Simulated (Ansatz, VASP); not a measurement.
Sn2Ir: VASP beside Ansatz

Contents of INCAR:

```
PREC     = Accurate       # precision mode
ENCUT    = 520            # plane-wave cutoff, eV
EDIFF    = 1E-6           # SCF threshold, eV
ISMEAR   = -1             # smearing method
SIGMA    = 0.03           # smearing width, eV
LREAL    = F              # projectors in reciprocal space
LASPH    = T              # aspherical terms in the spheres
NELM     = 60             # most SCF steps
ALGO     = Normal         # electronic algorithm
ISIF     = 2              # what is computed and relaxed
LWAVE    = F              # write WAVECAR
LCHARG   = F              # write CHGCAR
NBANDS   = 26             # bands
```

Contents of KPOINTS:

```
Automatic mesh
0
Gamma
  10 10 10
```

The input POSCAR:

```
Sn2Ir
1.0
    0.0000000000      3.1690000000      3.1056200000
    3.1690000000      0.0000000000      3.1056200000
    3.1690000000      3.1690000000      0.0000000000
Sn Ir
2 1
Direct
    0.2500000000      0.2500000000      0.2500000000
    0.7500000000      0.7500000000      0.7500000000
    0.0000000000      0.0000000000      0.0000000000
```

Input for Ansatz:

```yaml
crystal:
  lattice:
    - [0.0, 3.169, 3.10562]
    - [3.169, 0.0, 3.10562]
    - [3.169, 3.169, 0.0]
  atoms:
    - { symbol: Sn, position: [0.25, 0.25, 0.25] }
    - { symbol: Sn, position: [0.75, 0.75, 0.75] }
    - { symbol: Ir, position: [0.0, 0.0, 0.0] }
kpoints:
  mp_grid: { grid: [10, 10, 10] }
  band_path:
    path:
      - [0.0, 0.0, 0.0]
      - [0.0, 0.5, 0.5]
      - [0.25, 0.75, 0.5]
      - [0.0, 0.5, 0.0]
      - [0.0, 0.0, 0.0]
      - [0.5, 0.5, 0.0]
      - [0.3801541025, 0.6198458975, 0.0]
      - [-0.3801541025, 0.3801541025, 0.0]
      - [0.0, 0.0, 0.0]
    npoints: 5
scf:
  occupations: { method: fermi_dirac, width: 0.03 }
hamiltonian:
  xc: lda
  pseudopotentials: { kind: all_electron, lapw: { basis_error: 0.001 } }
output:
  forces: true
  stress: true
  eigenvalues: true
```

Change from the starting cell: zz strain of -2 %.

Alike in both runs: task single point; functional LDA; k mesh 10 × 10 × 10; occupations fermi-dirac, width 0.03 eV; no spin polarisation.

|  | VASP | Ansatz |
| --- | --- | --- |
| version | VASP 6.6.1 | Ansatz 0.2.0 |
| potentials or method | VASP PAW LDA potentials, release 64 (Sn_d, Ir), cutoff 520 eV | all-electron LAPW, scalar-relativistic |

```csv
,VASP,Ansatz,Ansatz less VASP
pressure (GPa),0.9,0.5,-0.36
"traceless stress, the component that is largest in VASP (GPa)",0.99,0.99,+0.006
```

LDA's correlation is that of Perdew and Zunger in VASP and of Perdew and Wang (1992) in Ansatz. Ansatz ran all-electron here, and VASP with PAW potentials.

Spin-orbit coupling is off throughout.
